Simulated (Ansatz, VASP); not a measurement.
**One calculation of P, two programs**

```
CELL_PARAMETERS angstrom
3.20403 0.00000 0.00000
0.00000 33.81708 0.00000
0.00000 0.00000 4.49592
ATOMIC_POSITIONS crystal
P 0.00000 0.96850 0.58284
P 0.00000 0.03150 0.41716
P 0.50000 0.03150 0.08284
P 0.50000 0.96850 0.91716
```

Alike in both runs: task single point; functional PBE; k mesh 8 × 1 × 6; occupations gaussian, width 0.02 eV; no spin polarisation.

```csv
,VASP,Ansatz
version,VASP 6.6.1,Ansatz 0.2.0
potentials or method,"VASP PAW PBE potentials, release 64 (P), cutoff 520 eV","scalar-relativistic, plane waves, PAW"
valence electrons in the cell,20,20
```

```tsv
	VASP	Ansatz	Ansatz less VASP
gap on the k mesh at the Fermi level (eV)	0.63	0.61	-0.017
least direct gap on the mesh (eV)	0.63	0.61	-0.017
rms of the force components (eV/Å)	0.032	0.004	-0.0284
```

Atom by atom the forces differ by 0.032 eV/Å (rms over components).
